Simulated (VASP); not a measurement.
The system is TaF3.

```
Ta F
1.0
     4.17751    0.00000    0.00000
     0.00000    4.17751    0.00000
     0.00000    0.00000    4.17751
Ta F
1 3
Direct
  0.00000 0.00000 0.00000
  0.00000 0.00000 0.50000
  0.00000 0.50000 0.00000
  0.50000 0.00000 0.00000
```

Base run:

```yaml
Program: VASP 6.6.1
Functional: PBE
Potentials_or_basis: VASP PAW PBE potentials, release 64 (Ta_pv, F)
Cutoff: 520 eV
k_mesh: 7 × 7 × 7
Occupations: fermi-dirac, width 0.05 eV
Spin: no spin polarisation
Hubbard_terms: Ta d U = 8.0 eV
```

Its results: band gap on the k mesh zero (band 16 reaches 4.59 eV, above the bottom of band 17 at 2.69 eV); pressure 2.8 GPa.

Q: The run is repeated on the same cell with these changes: potentials or basis from VASP PAW PBE potentials, release 64 (Ta_pv, F) to VASP PAW PBE potentials, release 64 (Ta_sv_GW, F); cutoff from 520 eV to 600 eV; further incar settings from ALGO = Normal; EDIFF = 1e-07; NBANDS = 24 to ALGO = Normal; EDIFF = 1e-06; NBANDS = 25; valence electrons from 32 to 34. What comes out?

A: Band gap on the k mesh zero (band 17 reaches 5.90 eV, above the bottom of band 18 at 4.00 eV); pressure 2.3 GPa.

Caveats: spin-orbit coupling is left out, which moves the levels of the heavy elements; U without spin polarisation on a metal has little footing.
